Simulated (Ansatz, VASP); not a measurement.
Two plane-wave programs on Be4B2Se

```xyz
7
Lattice="4.1785 0.0000 0.0000 -2.0893 3.6187 0.0000 0.0000 0.0000 7.0084" Properties=species:S:1:pos:R:3 pbc="T T T"
Be    2.0893    0.0000    0.0000
Be   -1.0446    1.8094    0.0000
Be    1.0446    1.8094    0.0000
Be    0.0000    0.0000    0.0000
B     0.0000    0.0000    5.3481
B     0.0000    0.0000    1.6603
Se    0.0000    0.0000    3.5042
```

Alike in both runs: functional PBE; k mesh 6 × 6 × 4; occupations gaussian, width 0.1 eV; no spin polarisation.

Ansatz relaxed the structure, and its values are those at the end. VASP's run is a single point on that final structure, the one shown.

|  | VASP | Ansatz |
| --- | --- | --- |
| version | VASP 6.6.1 | Ansatz 0.2.0 |
| potentials or method | VASP PAW PBE potentials, release 64 (Be, B, Se), cutoff 520 eV | scalar-relativistic, plane waves, PAW |
| valence electrons in the cell | 20 | 30 |

```csv
,VASP,Ansatz,Ansatz less VASP
gap on the k mesh at the Fermi level (eV),none,none,-
pressure (GPa),0.2,0.1,-0.11
rms of the force components (eV/Å),0.008,0.007,-0.0003
```

A gap of «none» marks a metal or a gap that the smearing closes. VASP's potentials hold 20 valence electrons a cell and Ansatz's 30, so a difference there can come from the potentials and not from the codes.
